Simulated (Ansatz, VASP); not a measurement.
Two plane-wave programs on YC12

```xyz
13
Lattice="8.0364 0.0000 0.0000 -4.0182 6.9597 0.0000 0.0000 0.0000 2.5150" Properties=species:S:1:pos:R:3 pbc="T T T"
Y     0.0000    0.0000    1.2575
C     4.4019    4.7157    1.8806
C     3.6345    4.7157    0.6344
C    -1.8830    6.1700    0.6344
C     5.9012    0.7897    1.8806
C    -2.2667    5.5055    1.8806
C     2.2667    5.5055    0.6344
C     2.1352    0.7897    0.6344
C     0.3837    2.2440    1.8806
C    -0.3837    2.2440    0.6344
C     1.8830    6.1700    1.8806
C     6.2849    1.4543    0.6344
C     1.7515    1.4543    1.8806
```

Alike in both runs: functional PBE; k mesh 3 × 3 × 8; occupations gaussian, width 0.1 eV; no spin polarisation.

Ansatz relaxed the structure, and its values are those at the end. VASP's run is a single point on that final structure, the one shown.

|  | VASP | Ansatz |
| --- | --- | --- |
| version | VASP 6.6.1 | Ansatz 0.2.0 |
| potentials or method | VASP PAW PBE potentials, release 64 (Y_sv, C), cutoff 520 eV | scalar-relativistic, plane waves, PAW |
| valence electrons in the cell | 59 | 59 |

|  | VASP | Ansatz | Ansatz less VASP |
| --- | --- | --- | --- |
| gap on the k mesh at the Fermi level (eV) | none | none | - |
| pressure (GPa) | 0.4 | 0.1 | -0.30 |
| rms of the force components (eV/Å) | 0.016 | 0.005 | -0.0115 |

A gap of «none» marks a metal or a gap that the smearing closes.
